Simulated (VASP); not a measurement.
# Ga (Cmcm) in VASP: notebook

Runs on Ga. Level: PBEsol+D3(BJ). Tasks: single point.

All numbers are computed with VASP 6.6.1; they aren't measurements. Logs are shortened: lines on timing, memory, paths and dates and some standing lists are left out, and cuts for length are marked.

## (1) The cell of the first run

It takes space group Cmcm (No. 63, orthorhombic). The conventional cell has a = 7.634 Å, b = 4.653 Å, c = 4.488 Å, α = 90.00°, β = 90.00°, γ = 90.00°. Ga (site symmetry m) has 7 Ga at 2.48 to 2.76 Å within 3.3 Å.

## (2) Single point, PBEsol+D3(BJ)

INCAR reads:

```
PREC = Accurate ; ENCUT = 520
EDIFF = 1E-6 ; ISMEAR = 1
SIGMA = 0.1 ; LREAL = False
LASPH = True ; NELM = 100
ALGO = Normal ; ISIF = 2
LWAVE = False ; LCHARG = False
GGA = PS ; IVDW = 12
NBANDS = 34
```

KPOINTS reads:

```
regular mesh
0
Gamma
  6 6 5
```

POSCAR reads:

```
Ga
1.0
    3.8169566100     -2.3266295500      0.0000000000
    3.8169566100      2.3266295500      0.0000000000
    0.0000000000      0.0000000000      4.4882540000
Ga
4
Direct
    0.9903146100      0.3344495100      0.2500000000
    0.3344495100      0.9903146100      0.7500000000
    0.0096853900      0.6655504900      0.7500000000
    0.6655504900      0.0096853900      0.2500000000
```

Potentials or basis: VASP PAW PBE potentials, release 64 (Ga_d).

Launch:

```sh
$ cat potpaw_PBE.64/Ga_d/POTCAR > POTCAR
$ mpirun -np 1 vasp_std > vasp.out
```

OUTCAR:

```text
PREC = Accurate
   ENCUT = 520
   EDIFF = 1E-6
   ISMEAR = 1
   LREAL = False
   LASPH = True
   NELM = 100
   ISIF = 2
   GGA = PS
   IVDW = 12
 IVDW          = 12

 ion  position               nearest neighbor table
   1  0.990  0.334  0.250-   4 2.48   4 2.68   4 2.68   3 2.71   3 2.71   2 2.76   2 2.76
   2  0.334  0.990  0.750-   3 2.48   3 2.68   3 2.68   4 2.71   4 2.71   1 2.76   1 2.76
   3  0.010  0.666  0.750-   2 2.48   2 2.68   2 2.68   1 2.71   1 2.71   4 2.76   4 2.76
   4  0.666  0.010  0.250-   1 2.48   1 2.68   1 2.68   2 2.71   2 2.71   3 2.76   3 2.76

  LATTYP: Found a base centered orthorhombic cell.
 ALAT       =     4.6532591000
 B/A-ratio  =     1.6405519349
 C/A-ratio  =     0.9645398856

  Lattice vectors:

 A1 = (  -3.8169566100,  -2.3266295500,   0.0000000000)
 A2 = (   3.8169566100,  -2.3266295500,   0.0000000000)
 A3 = (   0.0000000000,   0.0000000000,   4.4882540000)

Analysis of symmetry for initial positions (statically):
=====================================================================
 Subroutine PRICEL returns:
 Original cell was already a primitive cell.

 Routine SETGRP: Setting up the symmetry group for a
 base centered orthorhombic supercell.

 Subroutine GETGRP returns: Found  8 space group operations
 (whereof  4 operations were pure point group operations)
 out of a pool of  8 trial point group operations.

The static configuration has the point symmetry C_2h.
 The point group associated with its full space group is D_2h.

Analysis of symmetry for dynamics (positions and initial velocities):
=====================================================================
 Subroutine PRICEL returns:
 Original cell was already a primitive cell.

 Routine SETGRP: Setting up the symmetry group for a
 base centered orthorhombic supercell.

 Subroutine GETGRP returns: Found  8 space group operations
 (whereof  4 operations were pure point group operations)
 out of a pool of  8 trial point group operations.

The dynamic configuration has the point symmetry C_2h.
 The point group associated with its full space group is D_2h.

 Subroutine INISYM returns: Found  8 space group operations
 (whereof  4 operations are pure point group operations),
 and found     1 'primitive' translations

----------------------------------------------------------------------------------------

                                     Primitive cell

  volume of cell :      79.7172

  direct lattice vectors                    reciprocal lattice vectors
     3.816956610 -2.326629550  0.000000000     0.130994415 -0.214903142  0.000000000
     3.816956610  2.326629550  0.000000000     0.130994415  0.214903142  0.000000000
     0.000000000  0.000000000  4.488254000     0.000000000  0.000000000  0.222803790

  length of vectors
     4.470163624  4.470163624  4.488254000     0.251680149  0.251680149  0.222803790

  position of ions in fractional coordinates (direct lattice)
     0.990314610  0.334449510  0.250000000
     0.334449510  0.990314610  0.750000000
     0.009685390  0.665550490  0.750000000
     0.665550490  0.009685390  0.250000000

  ion indices of the primitive-cell ions
   primitive index   ion index
                 1           1
                 2           2
                 3           3
                 4           4

----------------------------------------------------------------------------------------

 KPOINTS: regular mesh

Automatic generation of k-mesh.
 Grid dimensions read from file:
 generate k-points for:    6    6    5

 Generating k-lattice:

  Cartesian coordinates                     Fractional coordinates (reciprocal lattice)
     0.021832403 -0.035817190  0.000000000     0.166666667 -0.000000000  0.000000000
     0.021832403  0.035817190  0.000000000    -0.000000000  0.166666667  0.000000000
     0.000000000  0.000000000  0.044560758     0.000000000  0.000000000  0.200000000

  Length of vectors
     0.041946691  0.041946691  0.044560758

  Shift w.r.t. Gamma in fractional coordinates (k-lattice)
     0.000000000  0.000000000  0.000000000

 Subroutine IBZKPT returns following result:
 ===========================================

 Found     39 irreducible k-points:

 Following reciprocal coordinates:
            Coordinates               Weight
  0.000000  0.000000  0.000000      1.000000
  0.166667  0.000000  0.000000      4.000000
  0.333333  0.000000  0.000000      4.000000
  0.500000  0.000000  0.000000      2.000000
  0.166667  0.166667  0.000000      2.000000
  0.333333  0.166667  0.000000      4.000000
[... 16 lines left out ...]
  0.333333  0.333333  0.200000      4.000000
  0.500000  0.333333  0.200000      8.000000
 [... further k-points ...]
   k-points           NKPTS =     39   k-points in BZ     NKDIM =     39   number of bands    NBANDS=     34
   number of dos      NEDOS =    301   number of ions     NIONS =      4
   total plane-waves  NPLWV =  46656
   dimension x,y,z NGX =    36 NGY =   36 NGZ =   36
   dimension x,y,z NGXF=    72 NGYF=   72 NGZF=   72
   ions per type =               4
   NGX,Y,Z   is equivalent  to a cutoff of  13.39, 13.39, 13.33 a.u.
   NGXF,Y,Z  is equivalent  to a cutoff of  26.78, 26.78, 26.67 a.u.
 SYSTEM =  unknown system
   PREC   = accura    normal or accurate (medium, high low for compatibility)
   ISTART =      0    job   : 0-new  1-cont  2-samecut
   ICHARG =      2    charge: 1-file 2-atom 10-const
   ISPIN  =      1    spin polarized calculation?
   LNONCOLLINEAR =      F non collinear calculations
   LSORBIT =      F    spin-orbit coupling
   LASPH  =      T    aspherical Exc in radial PAW
   ENCUT  =  520.0 eV  38.22 Ry    6.18 a.u.   8.31  8.31  8.35*2*pi/ulx,y,z
   NELM   =    100;   NELMIN=  2; NELMDL= -5     # of ELM steps
   EDIFF  = 0.1E-05   stopping-criterion for ELM
   LREAL  =      F    real-space projection
   EDIFFG = 0.1E-04   stopping-criterion for IOM
   NSW    =      0    number of steps for IOM
   IBRION =     -1    ionic relax: 0-MD 1-quasi-New 2-CG
   NFREE  =      0    steps in history (QN), initial steepest desc. (CG)
   ISIF   =      2    stress and relaxation
   ISYM   =      2    0-nonsym 1-usesym 2-fastsym
   POTIM  = 0.5000    time-step for ionic-motion
   TEBEG  =    0.0;   TEEND  =   0.0 temperature during run
   PSTRESS=    0.0 pullay stress
   NELECT =      52.0000    total number of electrons
   NUPDOWN=      -1.0000    fix difference up-down
   EMIN   =  10.00;   EMAX   =-10.00  energy-range for DOS
   EFERMI =   0.00;   METHOD = LEGACY
   ISMEAR =     1;   SIGMA  =   0.10  broadening in eV -4-tet -1-fermi 0-gaus
   EFERMI_NEDOS =   21; number of points for ismear=-14 and -15
   IALGO  =     38    algorithm
   IMIX   =      4    mixing-type and parameters
     AMIX     =   0.40;   BMIX     =  1.00
     AMIX_MAG =   1.60;   BMIX_MAG =  1.00
  volume/ion in A,a.u.               =      19.93       134.49
  Fermi-wavevector in a.u.,A,eV,Ry     =   1.419794  2.683022 27.426826  2.015815
  Thomas-Fermi vector in A             =   2.540777
   LORBIT       =      0    0 simple, 1 ext, 2 COOP (PROOUT), +10 PAW based schemes
   GGA     = PS    functional components
   LHFCALC =     F    Hartree Fock is set to
   AEXX    =    0.0000 exact exchange contribution
   IVDW    =    12    specifies the selected vdW correction
   LEPSILON=     F    determine dielectric tensor
   LRPA    =     F    only Hartree local field effects (RPA)
 non-spin polarized calculation
 Methfessel and Paxton  Order N= 1 SIGMA  =   0.10
  energy-cutoff  :      520.00
  volume of cell :       79.72
 maximum number of plane-waves:      2167
 NGX is ok and might be reduce to    36
   NGX = 17   NGY = 17   NGZ = 17

 number of electron      51.9999986 magnetization

 Free energy of the ion-electron system (eV)
  ---------------------------------------------------
  ext. energy  EPLUGINS =         0.00000000
  ---------------------------------------------------
  free energy    TOTEN  =       -13.35498494 eV

  energy without entropy =      -13.35371119  energy(sigma->0) =      -13.35456036

 E-fermi :   4.7970     XC(G=0): -10.6591

 val. band max:        4.7580976049   @ k =   0.5000   0.5000   0.4000
 cond. band min:       4.8116690193   @ k =   0.1667   0.0000   0.2000
 fundamental gap:      0.0535714145
 Fermi energy:         4.7970254598

 k-point     1 :       0.0000    0.0000    0.0000
  band No.  band energies     occupation
      1     -10.4060      2.00000
      2     -10.3791      2.00000
      3     -10.3551      2.00000
      4     -10.3151      2.00000
      5     -10.2518      2.00000
      6     -10.2333      2.00000
[... 26 lines left out ...]
     33      10.9877      0.00000
     34      11.1069      0.00000

 k-point     2 :       0.1667    0.0000    0.0000
  band No.  band energies     occupation
      1     -10.3953      2.00000
      2     -10.3688      2.00000
      3     -10.3658      2.00000
      4     -10.3366      2.00000
      5     -10.2913      2.00000
      6     -10.2748      2.00000
[... 26 lines left out ...]
     33      10.9444      0.00000
     34      11.8705      0.00000

 k-point     3 :       0.3333    0.0000    0.0000
  band No.  band energies     occupation
      1     -10.3971      2.00000
      2     -10.3688      2.00000
      3     -10.3685      2.00000
      4     -10.3453      2.00000
      5     -10.3275      2.00000
      6     -10.2823      2.00000
[... 26 lines left out ...]
     33      10.8087      0.00000
     34      11.1047      0.00000

 k-point     4 :       0.5000    0.0000    0.0000
  band No.  band energies     occupation
      1     -10.4098      2.00000
      2     -10.3820      2.00000
      3     -10.3661      2.00000
      4     -10.3497      2.00000
      5     -10.2820      2.00000
      6     -10.2788      2.00000
[... 26 lines left out ...]
     33      11.0107      0.00000
     34      11.8341      0.00000

 k-point     5 :       0.1667    0.1667    0.0000
  band No.  band energies     occupation
      1     -10.3885      2.00000
      2     -10.3823      2.00000
      3     -10.3603      2.00000
      4     -10.3414      2.00000
      5     -10.2823      2.00000
      6     -10.2736      2.00000
[... 621 lines left out ...]
 k-point    22 :      -0.1667    0.1667    0.2000
  band No.  band energies     occupation
      1     -10.4171      2.00000
      2     -10.3817      2.00000
      3     -10.3402      2.00000
      4     -10.3241      2.00000
      5     -10.3044      2.00000
      6     -10.2827      2.00000
[... 26 lines left out ...]
     33      10.7647      0.00000
     34      11.9229      0.00000

 k-point    23 :       0.3333    0.3333    0.2000
  band No.  band energies     occupation
      1     -10.4214      2.00000
      2     -10.4066      2.00000
      3     -10.3408      2.00000
      4     -10.3302      2.00000
      5     -10.3066      2.00000
      6     -10.2929      2.00000
[... 26 lines left out ...]
     33      12.3204      0.00000
     34      12.5295      0.00000

 k-point    24 :       0.5000    0.3333    0.2000
  band No.  band energies     occupation
      1     -10.4449      2.00000
      2     -10.4026      2.00000
      3     -10.3745      2.00000
      4     -10.3207      2.00000
      5     -10.3018      2.00000
      6     -10.2891      2.00000
[... 26 lines left out ...]
     33      12.6534      0.00000
     34      13.1745      0.00000

 [... further k-points ...]

------------------------ aborting loop because EDIFF is reached ----------------------------------------

 Edisp (eV)   -1.13305

 E8    (eV) :    -0.7852

  FORCE on cell =-STRESS in cart. coord.  units (eV):
  Direction    XX          YY          ZZ          XY          YZ          ZX
  --------------------------------------------------------------------------------------
  -------------------------------------------------------------------------------------
  Total      -1.13780    -1.67220    -1.04139     0.00000     0.00000     0.00000
  in kB     -22.86789   -33.60841   -20.93010     0.00000     0.00000     0.00000
  external pressure =      -25.80 kB  Pullay stress =        0.00 kB

 VOLUME and BASIS-vectors are now :
 -----------------------------------------------------------------------------
  energy-cutoff  :      520.00
  volume of cell :       79.72
      direct lattice vectors                 reciprocal lattice vectors
     3.816956610 -2.326629550  0.000000000     0.130994415 -0.214903142  0.000000000
     3.816956610  2.326629550  0.000000000     0.130994415  0.214903142  0.000000000
     0.000000000  0.000000000  4.488254000     0.000000000  0.000000000  0.222803790

 POSITION                                       TOTAL-FORCE (eV/Angst)
 -----------------------------------------------------------------------------------
      5.05657     -1.52596      1.12206         0.002572      0.027398      0.000000
      5.05657      1.52596      3.36619         0.002572     -0.027398      0.000000
      2.57735      1.52596      3.36619        -0.002572     -0.027398      0.000000
      2.57735     -1.52596      1.12206        -0.002572      0.027398      0.000000
 -----------------------------------------------------------------------------------
    total drift:                                0.000000      0.000000     -0.000000

  FREE ENERGIE OF THE ION-ELECTRON SYSTEM (eV)
  ---------------------------------------------------
  free  energy   TOTEN  =       -14.4880337354 eV

  energy  without entropy=      -14.4867599870  energy(sigma->0) =      -14.48760915
```

It took 44 s on 1 thread of Intel Xeon Platinum 8559C (Emerald Rapids), shared host; peak memory 0.24 GiB.

What came out:

```yaml
Free_energy: -14.4880 eV
Pressure: -2.6 GPa
Largest_force: 0.028 eV/Å
Band_gap_on_the_k_mesh: zero (bands 26 and 27 overlap by 0.66 eV)
Dispersion_energy_per_atom: -0.283 eV
```

Forces on the atoms (eV/Å):
```
Ga   0.003  0.027  0.000
Ga   0.003 -0.027  0.000
Ga  -0.003 -0.027  0.000
Ga  -0.003  0.027  0.000
```

Levels at points of the mesh, in eV from the Fermi level:
```tsv
k point	band 24	band 25	band 26	band 27	band 28	band 29
(0.00, 0.00, 0.00)	-2.56	-2.36	-1.14	0.88	0.95	2.33
(0.50, 0.00, 0.00)	-3.16	-1.35	-0.36	-0.33	-0.11	3.61
(0.50, 0.50, 0.00)	-2.96	-1.80	-1.70	0.37	1.17	3.24
```

Caveat: three body term missing; the PAW data sets were made with another functional, which shifts forces and pressure a little.

## (3) Single point, PBEsol+D3(BJ)

INCAR reads:

```
  PREC = Accurate
  ENCUT = 520
  EDIFF = 1E-6
  ISMEAR = 1
  SIGMA = 0.05
  LREAL = False
  LASPH = True
  NELM = 60
  ALGO = Normal
  ISIF = 2
  LWAVE = False
  LCHARG = False
  GGA = PS
  IVDW = 12
  NBANDS = 34
```

KPOINTS is that of step 2.

POSCAR is that of step 2.

Potentials or basis: VASP PAW PBE potentials, release 64 (Ga_d).

Launch:

```sh
$ cat potpaw_PBE.64/Ga_d/POTCAR > POTCAR
$ mpirun -np 1 vasp_std > vasp.out
```

It took 44 s on 1 thread of Intel Xeon Platinum 8559C (Emerald Rapids), shared host; peak memory 0.24 GiB.

Results (log left out):

```
Free energy                : -14.4876 eV
Pressure                   : -2.6 GPa
Largest force              : 0.033 eV/Å
Band gap on the k mesh     : zero (bands 26 and 27 overlap by 0.66 eV)
Dispersion energy per atom : -0.283 eV
```

Forces in eV/Å, atoms in the order of the input:
```
Ga   0.000  0.033  0.000
Ga   0.000 -0.033  0.000
Ga   0.000 -0.033  0.000
Ga   0.000  0.033  0.000
```

Stress tensor (GPa, compression positive):
```
-2.30  0.00  0.00
 0.00 -3.32  0.00
 0.00  0.00 -2.14
```

Levels at points of the mesh, in eV from the Fermi level:
```csv
k point,band 23,band 24,band 25,band 26,band 27,band 28,band 29,band 30
"(0.00, 0.00, 0.00)",-3.33,-2.56,-2.36,-1.14,0.88,0.95,2.33,4.55
"(0.50, 0.00, 0.00)",-3.33,-3.16,-1.35,-0.36,-0.34,-0.11,3.61,4.16
"(0.50, 0.50, 0.00)",-4.51,-2.96,-1.80,-1.70,0.37,1.17,3.24,3.70
```

Caveat: three body term missing; the PAW data sets were made with another functional, which shifts forces and pressure a little.
